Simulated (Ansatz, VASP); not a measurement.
## Two plane-wave programs on AlN

The input POSCAR:

```
AlN
1.0
    2.9823987244      0.0000000000      0.0000000000
   -1.4911993622      2.5828330596      0.0000000000
    0.0000000000      0.0000000000      5.1775410392
Al N
2 2
Direct
    0.3333333333      0.6666666667      0.0016929024
    0.6666666667      0.3333333333      0.5016929024
    0.3333333333      0.6666666667      0.3833070976
    0.6666666667      0.3333333333      0.8833070976
```

The input INCAR.step1:

```
  PREC = Accurate
  ENCUT = 520
  ISMEAR = 0
  SIGMA = 0.05
  LREAL = F
  LASPH = T
  NELM = 100
  NBANDS = 16
  GGA = PE
  ALGO = Normal
  EDIFF = 1E-4
  LWAVE = T
  LCHARG = F
```

INCAR.step2

```
  PREC = Accurate
  ENCUT = 520
  EDIFF = 1E-6
  ISMEAR = 0
  SIGMA = 0.05
  LREAL = F
  LASPH = T
  NELM = 100
  ALGO = Normal
  ISIF = 2
  LWAVE = F
  LCHARG = T
  METAGGA = R2SCAN
  LMIXTAU = T
  LELF = T
  LVHAR = T
  NBANDS = 16
  ISTART = 1
```

Contents of KPOINTS:

```
Automatic mesh
0
Gamma
  12 12 6
```

Input for Ansatz:

```yaml
crystal:
  lattice:
    - [2.9823987244, 0.0, 0.0]
    - [-1.4911993622, 2.5828330596, 0.0]
    - [0.0, 0.0, 5.1775410392]
  atoms:
    - { symbol: Al, position: [0.3333333333, 0.6666666667, 0.0016929024] }
    - { symbol: Al, position: [0.6666666667, 0.3333333333, 0.5016929024] }
    - { symbol: "N", position: [0.3333333333, 0.6666666667, 0.3833070976] }
    - { symbol: "N", position: [0.6666666667, 0.3333333333, 0.8833070976] }
basis:
  ecutwfc: 500
kpoints:
  mp_grid: { grid: [12, 12, 6] }
hamiltonian:
  xc: r2scan
scf:
  occupations: { method: gaussian, width: 0.05 }
output:
  forces: true
  stress: true
  eigenvalues: true
```

Change from the starting cell: strain -0.040 along x and y, +0.040 along z, atoms carried along.

Alike in both runs: task single point; functional r2SCAN; k mesh 12 × 12 × 6; occupations gaussian, width 0.05 eV; no spin polarisation.

|  | VASP | Ansatz |
| --- | --- | --- |
| version | VASP 6.6.1 | Ansatz 0.2.0 |
| potentials or method | VASP PAW PBE potentials, release 64 (Al, N), cutoff 520 eV | scalar-relativistic, plane waves, PAW |
| valence electrons in the cell | 16 | 16 |

```tsv
	VASP	Ansatz	Ansatz less VASP
gap on the k mesh at the Fermi level (eV)	5.17	5.13	-0.039
least direct gap on the mesh (eV)	5.17	5.13	-0.039
pressure (GPa)	12.1	12.4	+0.29
traceless stress, the component that is largest in VASP (GPa)	-25.02	-24.71	+0.310
rms of the force components (eV/Å)	0.485	0.477	-0.0079
```

VASP's potentials were made for PBE, not for r2SCAN. Atom by atom the forces differ by 0.008 eV/Å (rms over components).
